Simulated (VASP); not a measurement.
# Sn (Fd-3m) in VASP: settings compared, part 2 of 2

VASP 6.6.1. Earlier steps stand in the parts before.

### 3 Single point, PBE+D3(BJ), non-collinear spin, typed start, spin-orbit coupling

This run uses another cell than the first one, of 35.68 Å³/atom, 1.055 times its volume.

File INCAR:

```
SYSTEM = Sn
ALGO     = Normal         ! electronic algorithm
EDIFF    = 1E-6           ! SCF threshold, eV
ENCUT    = 520            ! plane-wave cutoff, eV
GGA      = PE             ! functional
GGA_COMPAT= .False.      
ISIF     = 2              ! what is computed and relaxed
ISMEAR   = -1             ! smearing method
IVDW     = 12             ! dispersion correction
LASPH    = .True.         ! aspherical terms in the spheres
LCHARG   = .False.        ! write CHGCAR
LNONCOLLINEAR= .True.         ! non-collinear magnetism
LORBIT   = 11             ! projections on sites
LORBMOM  = .True.       
LREAL    = .False.        ! projectors in reciprocal space
LSORBIT  = .True.         ! spin-orbit coupling
LWAVE    = .False.        ! write WAVECAR
MAGMOM   = 0 0 0.5 0 0 0.5 ! initial moments
NBANDS   = 40             ! bands
NELM     = 150            ! most SCF steps
PREC     = Accurate       ! precision mode
SIGMA    = 0.05           ! smearing width, eV
```

File KPOINTS:

```
k-points
0
Gamma
  5 5 5
  0 0 0
```

File POSCAR:

```
Sn
1.0
    0.0000000000      3.2920230908      3.2920230961
    3.2920230908      0.0000000000      3.2920230961
    3.2920230908      3.2920230908      0.0000000000
Sn
2
Direct
    0.7500000000      0.7500000000      0.7500000000
    0.5000000000      0.5000000000      0.5000000000
```

Potentials or basis: VASP PAW PBE potentials, release 64 (Sn_d).

Started as:

```console
$ cat potpaw_PBE.64/Sn_d/POTCAR > POTCAR
$ mpirun -np 1 vasp_ncl > vasp.out
```

OUTCAR:

```text
SYSTEM = Sn
   EDIFF = 1E-6
   ENCUT = 520
   GGA = PE
   ISIF = 2
   ISMEAR = -1
   IVDW = 12
   LASPH = .True.
   LNONCOLLINEAR = .True.
   LORBIT = 11
   LREAL = .False.
   LSORBIT = .True.
   NELM = 150
   PREC = Accurate
 IVDW          = 12

 ion  position               nearest neighbor table
   1  0.750  0.750  0.750-   2 2.85   2 2.85   2 2.85   2 2.85
   2  0.500  0.500  0.500-   1 2.85   1 2.85   1 2.85   1 2.85

  LATTYP: Found a face centered cubic cell.
 ALAT       =     6.5840461869

  Lattice vectors:

 A1 = (   0.0000000000,   3.2920230908,   3.2920230961)
 A2 = (   3.2920230908,   0.0000000000,   3.2920230961)
 A3 = (   3.2920230908,   3.2920230908,   0.0000000000)

Analysis of symmetry for initial positions (statically):
=====================================================================
 Subroutine PRICEL returns:
 Original cell was already a primitive cell.

 Routine SETGRP: Setting up the symmetry group for a
 face centered cubic supercell.

 Subroutine GETGRP returns: Found 48 space group operations
 (whereof 24 operations were pure point group operations)
 out of a pool of 48 trial point group operations.

The static configuration has the point symmetry T_d .
 The point group associated with its full space group is O_h .

Analysis of symmetry for dynamics (positions and initial velocities):
=====================================================================
 Subroutine PRICEL returns:
 Original cell was already a primitive cell.

 Routine SETGRP: Setting up the symmetry group for a
 face centered cubic supercell.

 Subroutine GETGRP returns: Found 48 space group operations
 (whereof 24 operations were pure point group operations)
 out of a pool of 48 trial point group operations.

The dynamic configuration has the point symmetry T_d .
 The point group associated with its full space group is O_h .

Analysis of structural, dynamic, and magnetic symmetry:
=====================================================================
 Subroutine PRICEL returns:
 Original cell was already a primitive cell.

 Routine SETGRP: Setting up the symmetry group for a
 face centered cubic supercell.

 Subroutine GETGRP returns: Found  8 space group operations
 (whereof  4 operations were pure point group operations)
 out of a pool of 48 trial point group operations.

The overall configuration has the point symmetry S_4 .
 The point group associated with its full space group is C_4h.

 Subroutine INISYM returns: Found  8 space group operations
 (whereof  4 operations are pure point group operations),
 and found     1 'primitive' translations

----------------------------------------------------------------------------------------

                                     Primitive cell

  volume of cell :      71.3540

  direct lattice vectors                    reciprocal lattice vectors
     0.000000000  3.292023091  3.292023096    -0.151882288  0.151882288  0.151882288
     3.292023091  0.000000000  3.292023096     0.151882288 -0.151882288  0.151882288
[... 1045 lines left out ...]
 E8    (eV) :    -0.2833

  FORCE on cell =-STRESS in cart. coord.  units (eV):
  Direction    XX          YY          ZZ          XY          YZ          ZX
  --------------------------------------------------------------------------------------
  -------------------------------------------------------------------------------------
  Total      -0.04279    -0.04279    -0.04275     0.00000     0.00000     0.00000
  in kB      -0.96075    -0.96075    -0.95981     0.00000     0.00000     0.00000
  external pressure =       -0.96 kB  Pullay stress =        0.00 kB

 VOLUME and BASIS-vectors are now :
 -----------------------------------------------------------------------------
  energy-cutoff  :      520.00
  volume of cell :       71.35
      direct lattice vectors                 reciprocal lattice vectors
     0.000000000  3.292023091  3.292023096    -0.151882288  0.151882288  0.151882288
     3.292023091  0.000000000  3.292023096     0.151882288 -0.151882288  0.151882288
     3.292023091  3.292023091  0.000000000     0.151882288  0.151882288 -0.151882288

 POSITION                                       TOTAL-FORCE (eV/Angst)
 -----------------------------------------------------------------------------------
      4.93803      4.93803      4.93803        -0.000000     -0.000000      0.000000
      3.29202      3.29202      3.29202         0.000000      0.000000     -0.000000
 -----------------------------------------------------------------------------------
    total drift:                                0.000000      0.000000      0.000000

  FREE ENERGIE OF THE ION-ELECTRON SYSTEM (eV)
  ---------------------------------------------------
  free  energy   TOTEN  =        -8.3113793547 eV

  energy  without entropy=       -8.3069926654  energy(sigma->0) =       -8.30918601

 orbital moment (x)

 # of ion     p       d       tot
 ----------------------------------------
  1         0.000   0.000   0.000
  2         0.000  -0.000  -0.000
 ----------------------------------------
            0.000   0.000   0.000

 orbital moment (y)

 # of ion     p       d       tot
 ----------------------------------------
  1        -0.000   0.000  -0.000
  2         0.000  -0.000   0.000
 ----------------------------------------
           -0.000  -0.000  -0.000

 orbital moment (z)

 # of ion     p       d       tot
 ----------------------------------------
  1         0.000  -0.000   0.000
  2         0.000  -0.000   0.000
 ----------------------------------------
            0.000  -0.000   0.000

 Spin-Orbit-Coupling matrix elements

 Ion:    1  E_soc:     -0.1151538
 l=   1
     0.0000000    -0.0129785    -0.0129785
    -0.0129785     0.0000000    -0.0129785
    -0.0129785    -0.0129785     0.0000000
 l=   2
     0.0000000    -0.0012354     0.0000000    -0.0012354    -0.0049784
    -0.0012354     0.0000000    -0.0037338    -0.0012354    -0.0012446
     0.0000000    -0.0037338     0.0000000    -0.0037338     0.0000000
    -0.0012354    -0.0012354    -0.0037338     0.0000000    -0.0012446
    -0.0049784    -0.0012446     0.0000000    -0.0012446     0.0000000
 l=   3
     0.0000000     0.0000000     0.0000000     0.0000000     0.0000000     0.0000000     0.0000000
     0.0000000     0.0000000     0.0000000     0.0000000     0.0000000     0.0000000     0.0000000
     0.0000000     0.0000000     0.0000000     0.0000000     0.0000000     0.0000000     0.0000000
     0.0000000     0.0000000     0.0000000     0.0000000     0.0000000     0.0000000     0.0000000
     0.0000000     0.0000000     0.0000000     0.0000000     0.0000000     0.0000000     0.0000000
     0.0000000     0.0000000     0.0000000     0.0000000     0.0000000     0.0000000     0.0000000
     0.0000000     0.0000000     0.0000000     0.0000000     0.0000000     0.0000000     0.0000000

 Ion:    2  E_soc:     -0.1151538
 l=   1
     0.0000000    -0.0129785    -0.0129785
    -0.0129785     0.0000000    -0.0129785
    -0.0129785    -0.0129785     0.0000000
 l=   2
     0.0000000    -0.0012354     0.0000000    -0.0012354    -0.0049784
    -0.0012354     0.0000000    -0.0037338    -0.0012354    -0.0012446
     0.0000000    -0.0037338     0.0000000    -0.0037338     0.0000000
    -0.0012354    -0.0012354    -0.0037338     0.0000000    -0.0012446
    -0.0049784    -0.0012446     0.0000000    -0.0012446     0.0000000
 l=   3
     0.0000000     0.0000000     0.0000000     0.0000000     0.0000000     0.0000000     0.0000000
     0.0000000     0.0000000     0.0000000     0.0000000     0.0000000     0.0000000     0.0000000
     0.0000000     0.0000000     0.0000000     0.0000000     0.0000000     0.0000000     0.0000000
     0.0000000     0.0000000     0.0000000     0.0000000     0.0000000     0.0000000     0.0000000
     0.0000000     0.0000000     0.0000000     0.0000000     0.0000000     0.0000000     0.0000000
     0.0000000     0.0000000     0.0000000     0.0000000     0.0000000     0.0000000     0.0000000
     0.0000000     0.0000000     0.0000000     0.0000000     0.0000000     0.0000000     0.0000000

 total charge

# of ion       s       p       d       tot
------------------------------------------
    1        1.165   1.183   9.964  12.312
    2        1.165   1.183   9.964  12.312
--------------------------------------------------
tot          2.330   2.365  19.927  24.623

 magnetization (x)

# of ion       s       p       d       tot
------------------------------------------
    1        0.000   0.000   0.000   0.000
    2        0.000   0.000   0.000   0.000
--------------------------------------------------
tot          0.000   0.000   0.000   0.000

 magnetization (y)

# of ion       s       p       d       tot
------------------------------------------
    1        0.000   0.000   0.000   0.000
    2        0.000   0.000  -0.000  -0.000
--------------------------------------------------
tot          0.000   0.000  -0.000  -0.000

 magnetization (z)

# of ion       s       p       d       tot
------------------------------------------
    1        0.000   0.000   0.000   0.000
    2        0.000   0.000   0.000   0.000
--------------------------------------------------
tot          0.000   0.000   0.000   0.000
```

Run time: 95 s. Hardware: 1 thread of Intel Xeon 6975P-C (Granite Rapids), shared host; peak memory 0.41 GiB.

Results:

| Quantity | Value |
| --- | --- |
| Free energy | -8.3114 eV |
| Pressure | -0.1 GPa |
| Net moment | 0.00 μB per cell |
| Valence electrons inside the program's atomic spheres | Sn 12.31 |
| Dispersion energy per atom | -0.293 eV |

Moments on the atoms (μB; x, y, z):
```
Sn  0.00 0.00 0.00
Sn  0.00 0.00 0.00
```

Caveat: three body term missing.

### 4 Single point, PBE-based screened hybrid

File POSCAR:

```
Sn
1.0
    0.0000000000      3.2333428000      3.2333428000
    3.2333428000      0.0000000000      3.2333428000
    3.2333428000      3.2333428000      0.0000000000
Sn
2
Direct
    0.7500000000      0.7500000000      0.7500000000
    0.5000000000      0.5000000000      0.5000000000
```

File INCAR.step1:

```
SYSTEM = Sn
  PREC = Accurate
  ENCUT = 520
  EDIFF = 1E-5
  ISMEAR = -1
  SIGMA = 0.05
  LREAL = .FALSE.
  LASPH = .TRUE.
  NELM = 100
  ALGO = Normal
  ISIF = 2
  LWAVE = .TRUE.
  LCHARG = .FALSE.
  NBANDS = 21
  GGA = PE
```

File INCAR.step2:

```
SYSTEM = Sn
  PREC = Accurate
  ENCUT = 520
  EDIFF = 1E-6
  ISMEAR = -1
  SIGMA = 0.05
  LREAL = .FALSE.
  LASPH = .TRUE.
  NELM = 100
  ALGO = Normal
  ISIF = 2
  LWAVE = .FALSE.
  LCHARG = .FALSE.
  GGA = PE
  LHFCALC = .TRUE.
  AEXX = 0.25
  HFSCREEN = 0.3
  PRECFOCK = Normal
  NBANDS = 21
  ISTART = 1
```

File KPOINTS:

```
Automatic mesh
0
G
  4 4 4
  0 0 0
```

Started as:

```console
$ cat potpaw_PBE.64/Sn_d/POTCAR > POTCAR
$ cp INCAR.step1 INCAR
$ mpirun -np 1 vasp_std > vasp.out
$ cp INCAR.step2 INCAR
$ mpirun -np 1 vasp_std > vasp.out
```

It took 48 min on 1 thread of Oxide Virtual Turin-like, shared host; peak memory 0.28 GiB.

Results (log left out):

| Property | Result |
| --- | --- |
| Free energy | -8.5365 eV |
| Pressure | 2.7 GPa |
| Band gap on the k mesh | zero (filled and empty bands touch) |

Levels at points of the mesh, in eV from the Fermi level:
| k point | band 12 | band 13 | band 14 | band 15 | band 16 | band 17 |
| --- | --- | --- | --- | --- | --- | --- |
| (0.00, 0.00, 0.00) | -0.17 | -0.04 | -0.04 | -0.04 | 2.44 | 2.44 |
| (0.50, 0.00, 0.00) | -6.91 | -1.34 | -1.34 | 0.28 | 3.54 | 3.54 |
| (0.50, 0.50, 0.00) | -8.25 | -2.80 | -2.80 | 1.01 | 1.01 | 8.50 |

Caveat: the k points lie up to 0.42 Å⁻¹ apart; the PAW data sets were made with another functional, which shifts forces and pressure a little; spin-orbit coupling is left out, which moves the levels of the heavy elements.

### 5 Summary

```tsv
level	spin	cell	k mesh	grid for exact exchange (PRECFOCK)	share of exact exchange	screening parameter	pressure (GPa)	moment (μB)
PBE+D3(BJ)	non-collinear, typed start, SOC	a = 4.573 Å, angles 60.0°, 2 atoms	5 × 5 × 5	-	-	-	2.3	0.00
PBE+D3(BJ)	non-collinear, typed start, SOC	a = 4.656 Å, angles 60.0°, 2 atoms	5 × 5 × 5	-	-	-	-0.1	0.00
PBE-based screened hybrid	off	a = 4.573 Å, angles 60.0°, 2 atoms	4 × 4 × 4	Normal	0.25	0.3 1/Å	2.7	-
```

Alike in all rows: task single point; potentials or basis VASP PAW PBE potentials, release 64 (Sn_d); cutoff (eV) 520; smearing fermi-dirac 0.05 eV.

Caveats: some runs use coarse meshes; three body term missing (some runs); the PAW data sets were made with another functional, which shifts forces and pressure a little (some runs); spin-orbit coupling is left out, which moves the levels of the heavy elements (some runs).

Absolute energies hang on the potentials; compare differences alone.
